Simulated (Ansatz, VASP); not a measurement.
**Two plane-wave programs on Al**

```
Al
1.0
     2.79407    0.00000    0.00000
    -1.39703    2.41973    0.00000
     0.00000    0.00000    8.81361
Al
4
Cartesian
  0.0000 0.0000 0.0000
  0.0000 1.6132 2.2034
  0.0000 0.0000 4.4068
  1.3970 0.8066 6.6102
```

Alike in both runs: task single point; functional PBE; dispersion D3(BJ); k mesh 18 × 18 × 6; occupations gaussian, width 0.15 eV; no spin polarisation.

```csv
,VASP,Ansatz
version,VASP 6.6.1,Ansatz 0.2.0
potentials or method,"VASP PAW PBE potentials, release 64 (Al), cutoff 520 eV","scalar-relativistic, plane waves, PAW"
valence electrons in the cell,12,12
```

|  | VASP | Ansatz | Ansatz less VASP |
| --- | --- | --- | --- |
| gap on the k mesh at the Fermi level (eV) | none | none | - |
| pressure (GPa) | 6.2 | 6.2 | 0.00 |
| traceless stress, the component that is largest in VASP (GPa) | 3.14 | 3.13 | -0.004 |

A gap of «none» marks a metal or a gap that the smearing closes.
